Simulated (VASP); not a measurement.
BaF2, 3 atoms in the cell. Symmetry: Fm-3m, No. 225, cubic system. The conventional cell has a = 6.194 Å, b = 6.194 Å, c = 6.194 Å, α = 90.00°, β = 90.00°, γ = 90.00°. Within 3.5 Å of Ba (site symmetry m-3m) lie 8 F at 2.68 Å. F (site symmetry -43m) has 4 Ba at 2.68 Å and 6 F at 3.10 Å within 3.5 Å. 

| Item | Value |
| --- | --- |
| Program | VASP 6.6.1 |
| Task | G0W0 quasiparticle levels |
| Functional | PBE |
| Potentials or basis | VASP PAW PBE potentials, release 64 (Ba_sv_GW, F_GW) |
| Cutoff | 500 eV |
| k mesh | 4 × 4 × 4 |
| Occupations | gaussian, width 0.01 eV |
| Spin | no spin polarisation |
| Dipole correction | no |
| GW scheme | G0W0 |
| GW iterations | 1 |
| Cutoff of the response function | 140 |
| Frequency points | 96 |
| Empty bands | 223 |
| Further INCAR settings | ALGO = EVGW0; EDIFF = 1e-08; NBANDS = 235 |

Potentials or basis: VASP PAW PBE potentials, release 64 (Ba_sv_GW, F_GW).

Run with:

```bash
$ cat potpaw_PBE.64/Ba_sv_GW/POTCAR potpaw_PBE.64/F_GW/POTCAR > POTCAR
$ cp INCAR.step1 INCAR
$ mpirun -np 1 vasp_std > vasp.out
$ cp INCAR.step2 INCAR
$ mpirun -np 1 vasp_std > vasp.out
$ cp INCAR.step3 INCAR
$ mpirun -np 1 vasp_std > vasp.out
```

Hardware: 1 thread of Intel(R) Xeon(R) 6975P-C (Granite Rapids), on a shared host.

Q: How long does it take, and how much memory?

A: Run time: 10 min on 1 thread of Intel(R) Xeon(R) 6975P-C (Granite Rapids), on a shared host, peak memory 0.72 GiB. Counts: k points 8.
